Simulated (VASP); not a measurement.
Here is a VASP 6.6.1 calculation.

File INCAR:

```
PREC = Accurate ; ENCUT = 450
EDIFF = 1E-7 ; ISMEAR = 0
SIGMA = 0.02 ; LREAL = F
LASPH = T ; NELM = 120
ALGO = Normal ; ISIF = 2
LWAVE = F ; LCHARG = F
GGA = PE ; IBRION = 2
NSW = 60 ; EDIFFG = -0.002
GGA_COMPAT = F ; NELMIN = 4
```

KPOINTS

```
Automatic mesh
0
Gamma
  8 8 8
```

The input POSCAR:

```
CdSe
1.0
    0.0000000000      3.0054357831      3.1541583786
    3.0054357831      0.0000000000      3.1541583786
    3.0054357831      3.0054357831      0.0000000000
Cd Se
1 1
Direct
    0.0000000000      0.0000000000      0.0000000000
    0.2500000000      0.2500000000      0.2500000000
```

Potentials or basis: VASP PAW PBE potentials, release 64 (Cd, Se).

The run is started by

```sh
$ cat potpaw_PBE.64/Cd/POTCAR potpaw_PBE.64/Se/POTCAR > POTCAR
$ mpirun -np 1 vasp_std > vasp.out
```

Q: Estimate the band gap on the k mesh.

A: 0.52 eV, direct.

Final structure:
```yaml
crystal:
  lattice:
    - [0.00000, 3.00544, 3.15416]
    - [3.00544, 0.00000, 3.15416]
    - [3.00544, 3.00544, 0.00000]
  atoms:
    - { symbol: Cd, position: [0.00000, 0.00000, 0.00000] }
    - { symbol: Se, position: [0.25000, 0.25000, 0.25000] }
```

Caveat: the cell differs from its parent crystal (strained cell); the relaxation stopped at its first step, so nothing moved.
